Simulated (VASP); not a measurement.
Ru:

```
CELL_PARAMETERS angstrom
2.70580 0.00000 0.00000
-1.35290 2.34329 0.00000
0.00000 0.00000 4.28190
ATOMIC_POSITIONS crystal
Ru 0.33333 0.66667 0.25000
Ru 0.66667 0.33333 0.75000
```

Base run:

| Quantity | Value |
| --- | --- |
| Program | VASP 6.6.1 |
| Functional | r2SCAN |
| Potentials or basis | VASP PAW PBE potentials, release 64 (Ru_pv) |
| Cutoff | 550 eV |
| k mesh | 14 × 14 × 8 |
| Occupations | fermi-dirac, width 0.2 eV |
| Spin | no spin polarisation |

Its results: band gap on the k mesh zero (bands 14 and 15 overlap by 3.27 eV); pressure 0.4 GPa.

The run is repeated on the same cell with these changes: occupations from fermi-dirac, width 0.2 eV to fermi-dirac, width 0.1 eV. What comes out?

Band gap on the k mesh zero (bands 14 and 15 overlap by 3.27 eV); pressure -0.3 GPa.

Caveats: an empty level that is flat over the whole mesh can mark a ghost state of the potentials, or a narrow d or f band; the PAW data sets were made with another functional, which shifts forces and pressure a little.
